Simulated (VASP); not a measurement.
# TiO2 (I4_1/amd) in VASP: settings compared

TiO2 is run at these levels: PBE, LDA, RPBE; tasks: single point.

Program: VASP 6.6.1. These are calculated values, not measurements. Logs are shortened: lines on timing, memory, paths and dates and some standing lists are left out, and cuts for length are marked.

## Step 1: The cell of the first run

Symmetry: I4_1/amd, No. 141, tetragonal system. Conventional cell: a = 3.784 Å, b = 3.784 Å, c = 9.895 Å, α = 90.00°, β = 90.00°, γ = 90.00°. Within 2.6 Å of Ti (site symmetry -4m2) lie 6 O at 1.95 to 2.02 Å. Within 2.6 Å of O (site symmetry 2mm) lie 3 Ti at 1.95 to 2.02 Å and 2 O at 2.46 Å.

## Step 2: Single point, PBE

INCAR reads:

```
SYSTEM = TiO2
PREC = Accurate
ENCUT = 520
EDIFF = 1E-6
ISMEAR = -1
SIGMA = 0.05
LREAL = .False.
LASPH = .True.
NELM = 100
ALGO = Normal
ISIF = 2
LWAVE = .False.
LCHARG = .False.
GGA = PE
NBANDS = 33
```

KPOINTS reads:

```
Automatic mesh
0
Gamma
  8 8 8
  0 0 0
```

POSCAR reads:

```
TiO2
1.0
   -1.8921000000      1.8921000000      4.9475920000
    1.8921000000     -1.8921000000      4.9475920000
    1.8921000000      1.8921000000     -4.9475920000
Ti O
2 4
Direct
    0.7500000000      0.2500000000      0.5000000000
    0.0000000000      0.0000000000      0.0000000000
    0.7958012129      0.7958012129      0.0000000000
    0.5458012129      0.0458012129      0.5000000000
    0.9541987871      0.4541987871      0.5000000000
    0.2041987871      0.2041987871      0.0000000000
```

Potentials or basis: VASP PAW PBE potentials, release 64 (Ti_sv, O).

Started as:

```bash
$ cat potpaw_PBE.64/Ti_sv/POTCAR potpaw_PBE.64/O/POTCAR > POTCAR
$ mpirun -np 1 vasp_std > vasp.out
```

OUTCAR:

```text
SYSTEM = TiO2
   PREC = Accurate
   ENCUT = 520
   EDIFF = 1E-6
   ISMEAR = -1
   LREAL = .False.
   LASPH = .True.
   NELM = 100
   ISIF = 2
   GGA = PE

 ion  position               nearest neighbor table
   1  0.750  0.250  0.500-   3 1.95   6 1.95   3 1.95   6 1.95   5 2.02   4 2.02
   2  0.000  0.000  0.000-   4 1.95   5 1.95   4 1.95   5 1.95   3 2.02   6 2.02
   3  0.796  0.796  0.000-   1 1.95   1 1.95   2 2.02
   4  0.546  0.046  0.500-   2 1.95   2 1.95   1 2.02
   5  0.954  0.454  0.500-   2 1.95   2 1.95   1 2.02
   6  0.204  0.204  0.000-   1 1.95   1 1.95   2 2.02

  LATTYP: Found a body centered tetragonal cell.
 ALAT       =     3.7842000000
 C/A-ratio  =     2.6148681359

  Lattice vectors:

 A1 = (  -1.8921000000,   1.8921000000,   4.9475920000)
 A2 = (   1.8921000000,  -1.8921000000,   4.9475920000)
 A3 = (   1.8921000000,   1.8921000000,  -4.9475920000)

Analysis of symmetry for initial positions (statically):
=====================================================================
 Subroutine PRICEL returns:
 Original cell was already a primitive cell.

 Routine SETGRP: Setting up the symmetry group for a
 body centered tetragonal supercell.

 Subroutine GETGRP returns: Found 16 space group operations
 (whereof  8 operations were pure point group operations)
 out of a pool of 16 trial point group operations.

The static configuration has the point symmetry D_2d.
 The point group associated with its full space group is D_4h.

Analysis of symmetry for dynamics (positions and initial velocities):
=====================================================================
 Subroutine PRICEL returns:
 Original cell was already a primitive cell.

 Routine SETGRP: Setting up the symmetry group for a
 body centered tetragonal supercell.

 Subroutine GETGRP returns: Found 16 space group operations
 (whereof  8 operations were pure point group operations)
 out of a pool of 16 trial point group operations.

The dynamic configuration has the point symmetry D_2d.
 The point group associated with its full space group is D_4h.

 Subroutine INISYM returns: Found 16 space group operations
 (whereof  8 operations are pure point group operations),
 and found     1 'primitive' translations

----------------------------------------------------------------------------------------

                                     Primitive cell

  volume of cell :      70.8504

  direct lattice vectors                    reciprocal lattice vectors
    -1.892100000  1.892100000  4.947592000     0.000000000  0.264256646  0.101059263
     1.892100000 -1.892100000  4.947592000     0.264256646  0.000000000  0.101059263
     1.892100000  1.892100000 -4.947592000     0.264256646  0.264256646  0.000000000

  length of vectors
     5.624833457  5.624833457  5.624833457     0.282921455  0.282921455  0.373715333

  position of ions in fractional coordinates (direct lattice)
     0.750000000  0.250000000  0.500000000
     0.000000000  0.000000000  0.000000000
     0.795801213  0.795801213  0.000000000
     0.545801213  0.045801213  0.500000000
     0.954198787  0.454198787  0.500000000
     0.204198787  0.204198787  0.000000000

  ion indices of the primitive-cell ions
   primitive index   ion index
                 1           1
                 2           2
                 3           3
                 4           4
                 5           5
                 6           6

----------------------------------------------------------------------------------------

 KPOINTS: Automatic mesh

Automatic generation of k-mesh.
 Grid dimensions read from file:
 generate k-points for:    8    8    8

 Generating k-lattice:

  Cartesian coordinates                     Fractional coordinates (reciprocal lattice)
     0.000000000  0.033032081  0.012632408     0.125000000 -0.000000000  0.000000000
     0.033032081  0.000000000  0.012632408    -0.000000000  0.125000000  0.000000000
     0.033032081  0.033032081  0.000000000     0.000000000  0.000000000  0.125000000

  Length of vectors
     0.035365182  0.035365182  0.046714417

  Shift w.r.t. Gamma in fractional coordinates (k-lattice)
     0.000000000  0.000000000  0.000000000

 Subroutine IBZKPT returns following result:
 ===========================================

 Found     59 irreducible k-points:

 Following reciprocal coordinates:
            Coordinates               Weight
  0.000000  0.000000  0.000000      1.000000
  0.125000  0.000000 -0.000000      8.000000
  0.250000  0.000000 -0.000000      8.000000
  0.375000  0.000000  0.000000      8.000000
  0.500000  0.000000 -0.000000      4.000000
  0.125000  0.125000 -0.000000      8.000000
[... 16 lines left out ...]
  0.250000  0.125000  0.125000     16.000000
  0.375000  0.125000  0.125000      8.000000
 [... further k-points ...]
   k-points           NKPTS =     59   k-points in BZ     NKDIM =     59   number of bands    NBANDS=     33
   number of dos      NEDOS =    301   number of ions     NIONS =      6
   total plane-waves  NPLWV =  74088
   dimension x,y,z NGX =    42 NGY =   42 NGZ =   42
   dimension x,y,z NGXF=    84 NGYF=   84 NGZF=   84
   ions per type =               2   4
   NGX,Y,Z   is equivalent  to a cutoff of  12.41, 12.41, 12.41 a.u.
   NGXF,Y,Z  is equivalent  to a cutoff of  24.83, 24.83, 24.83 a.u.
 SYSTEM =  TiO2
   PREC   = accura    normal or accurate (medium, high low for compatibility)
   ISTART =      0    job   : 0-new  1-cont  2-samecut
   ICHARG =      2    charge: 1-file 2-atom 10-const
   ISPIN  =      1    spin polarized calculation?
   LNONCOLLINEAR =      F non collinear calculations
   LSORBIT =      F    spin-orbit coupling
   LASPH  =      T    aspherical Exc in radial PAW
   ENCUT  =  520.0 eV  38.22 Ry    6.18 a.u.  10.46 10.46 10.46*2*pi/ulx,y,z
   NELM   =    100;   NELMIN=  2; NELMDL= -5     # of ELM steps
   EDIFF  = 0.1E-05   stopping-criterion for ELM
   LREAL  =      F    real-space projection
   EDIFFG = 0.1E-04   stopping-criterion for IOM
   NSW    =      0    number of steps for IOM
   IBRION =     -1    ionic relax: 0-MD 1-quasi-New 2-CG
   NFREE  =      0    steps in history (QN), initial steepest desc. (CG)
   ISIF   =      2    stress and relaxation
   ISYM   =      2    0-nonsym 1-usesym 2-fastsym
   POTIM  = 0.5000    time-step for ionic-motion
   TEBEG  =    0.0;   TEEND  =   0.0 temperature during run
   PSTRESS=    0.0 pullay stress
   NELECT =      48.0000    total number of electrons
   NUPDOWN=      -1.0000    fix difference up-down
   EMIN   =  10.00;   EMAX   =-10.00  energy-range for DOS
   EFERMI =   0.00;   METHOD = LEGACY
   ISMEAR =    -1;   SIGMA  =   0.05  broadening in eV -4-tet -1-fermi 0-gaus
   EFERMI_NEDOS =   21; number of points for ismear=-14 and -15
   IALGO  =     38    algorithm
   IMIX   =      4    mixing-type and parameters
     AMIX     =   0.40;   BMIX     =  1.00
     AMIX_MAG =   1.60;   BMIX_MAG =  1.00
  volume/ion in A,a.u.               =      11.81        79.69
  Fermi-wavevector in a.u.,A,eV,Ry     =   1.437831  2.717107 28.128120  2.067358
  Thomas-Fermi vector in A             =   2.556865
   LORBIT       =      0    0 simple, 1 ext, 2 COOP (PROOUT), +10 PAW based schemes
   GGA     = PE    functional components
   LHFCALC =     F    Hartree Fock is set to
   AEXX    =    0.0000 exact exchange contribution
   IVDW    =     0    specifies the selected vdW correction
   LEPSILON=     F    determine dielectric tensor
   LRPA    =     F    only Hartree local field effects (RPA)
 non-spin polarized calculation
  energy-cutoff  :      520.00
  volume of cell :       70.85
 maximum number of plane-waves:      1924
 NGX is ok and might be reduce to    42
   NGX = 21   NGY = 21   NGZ = 21

 number of electron      47.9999994 magnetization

 Free energy of the ion-electron system (eV)
  ---------------------------------------------------
  ext. energy  EPLUGINS =         0.00000000
  ---------------------------------------------------
  free energy    TOTEN  =       -53.85841985 eV

  energy without entropy =      -53.85841985  energy(sigma->0) =      -53.85841985

 E-fermi :   4.0605     XC(G=0): -10.5222

 val. band max:        3.0046362549   @ k =  -0.3750   0.3750   0.0000
 cond. band min:       5.1965439514   @ k =   0.0000   0.0000   0.0000
 fundamental gap:      2.1919076966
 Fermi energy:         4.0605081035

 k-point     1 :       0.0000    0.0000    0.0000
  band No.  band energies     occupation
      1     -53.4257      2.00000
      2     -53.3809      2.00000
      3     -29.8381      2.00000
      4     -29.6298      2.00000
      5     -29.6298      2.00000
      6     -29.5761      2.00000
[... 25 lines left out ...]
     32       8.0585      0.00000
     33       8.2934      0.00000

 k-point     2 :       0.1250    0.0000   -0.0000
  band No.  band energies     occupation
      1     -53.4241      2.00000
      2     -53.3818      2.00000
      3     -29.8341      2.00000
      4     -29.6470      2.00000
      5     -29.6308      2.00000
      6     -29.5842      2.00000
[... 25 lines left out ...]
     32       8.4362      0.00000
     33       8.6337      0.00000

 k-point     3 :       0.2500    0.0000   -0.0000
  band No.  band energies     occupation
      1     -53.4199      2.00000
      2     -53.3845      2.00000
      3     -29.8245      2.00000
      4     -29.6869      2.00000
      5     -29.6330      2.00000
      6     -29.6012      2.00000
[... 25 lines left out ...]
     32       8.7999      0.00000
     33       9.0060      0.00000

 k-point     4 :       0.3750    0.0000    0.0000
  band No.  band energies     occupation
      1     -53.4149      2.00000
      2     -53.3880      2.00000
      3     -29.8148      2.00000
      4     -29.7271      2.00000
      5     -29.6350      2.00000
      6     -29.6130      2.00000
[... 25 lines left out ...]
     32       8.9691      0.00000
     33       9.1570      0.00000

 k-point     5 :       0.5000    0.0000   -0.0000
  band No.  band energies     occupation
      1     -53.4123      2.00000
      2     -53.3899      2.00000
      3     -29.8099      2.00000
      4     -29.7450      2.00000
      5     -29.6357      2.00000
      6     -29.6157      2.00000
[... 604 lines left out ...]
 k-point    22 :       0.1250    0.1250    0.1250
  band No.  band energies     occupation
      1     -53.4158      2.00000
      2     -53.3865      2.00000
      3     -29.8224      2.00000
      4     -29.7091      2.00000
      5     -29.6629      2.00000
      6     -29.6224      2.00000
[... 25 lines left out ...]
     32       9.3505      0.00000
     33       9.7828      0.00000

 k-point    23 :       0.2500    0.1250    0.1250
  band No.  band energies     occupation
      1     -53.4107      2.00000
      2     -53.3900      2.00000
      3     -29.8135      2.00000
      4     -29.7424      2.00000
      5     -29.6704      2.00000
      6     -29.6383      2.00000
[... 25 lines left out ...]
     32       9.3517      0.00000
     33       9.9604      0.00000

 k-point    24 :       0.3750    0.1250    0.1250
  band No.  band energies     occupation
      1     -53.4079      2.00000
      2     -53.3921      2.00000
      3     -29.8085      2.00000
      4     -29.7592      2.00000
      5     -29.6719      2.00000
      6     -29.6442      2.00000
[... 25 lines left out ...]
     32       9.3099      0.00000
     33       9.9074      0.00000

 [... further k-points ...]

------------------------ aborting loop because EDIFF is reached ----------------------------------------

  FORCE on cell =-STRESS in cart. coord.  units (eV):
  Direction    XX          YY          ZZ          XY          YZ          ZX
  --------------------------------------------------------------------------------------
  -------------------------------------------------------------------------------------
  Total       -0.1746655     -0.1746655     -0.8970504      0.0000000     -0.0000000      0.0000000
  in kB       -3.9498043     -3.9498043    -20.2854837      0.0000000     -0.0000000      0.0000000
  external PRESSURE =      -9.3950308 kB  Pullay stress =       0.0000000 kB

 VOLUME and BASIS-vectors are now :
 -----------------------------------------------------------------------------
  energy-cutoff  :      520.00
  volume of cell :       70.85
      direct lattice vectors                 reciprocal lattice vectors
    -1.892100000  1.892100000  4.947592000     0.000000000  0.264256646  0.101059263
     1.892100000 -1.892100000  4.947592000     0.264256646  0.000000000  0.101059263
     1.892100000  1.892100000 -4.947592000     0.264256646  0.264256646  0.000000000

 POSITION                                       TOTAL-FORCE (eV/Angst)
 -----------------------------------------------------------------------------------
      0.00000      1.89210      2.47380         0.000000      0.000000      0.000000
      0.00000      0.00000      0.00000         0.000000      0.000000     -0.000000
      0.00000      0.00000      7.87460        -0.000000     -0.000000     -0.013301
      0.00000      1.89210      0.45321        -0.000000     -0.000000     -0.013301
      0.00000      1.89210      4.49438         0.000000      0.000000      0.013301
      0.00000      0.00000      2.02058         0.000000      0.000000      0.013301
 -----------------------------------------------------------------------------------
    total drift:                                0.000000      0.000000     -0.000000

  FREE ENERGIE OF THE ION-ELECTRON SYSTEM (eV)
  ---------------------------------------------------
  free  energy   TOTEN  =       -53.8584198482 eV

  energy  without entropy=      -53.8584198481  energy(sigma->0) =      -53.85841985
```

Wall time 2.7 min (1 thread of AMD EPYC 9R45 (Zen 5), shared host); peak memory 0.28 GiB.

Results:

```
Free energy            : -53.8584 eV
Pressure               : -0.9 GPa
Largest force          : 0.013 eV/Å
Band gap on the k mesh : 2.19 eV (least direct gap 2.44 eV)
```

Forces on the atoms (eV/Å):
```
Ti   0.000  0.000  0.000
Ti   0.000  0.000  0.000
O    0.000  0.000 -0.013
O    0.000  0.000 -0.013
O    0.000  0.000  0.013
O    0.000  0.000  0.013
```

[end of part 1 of 2]
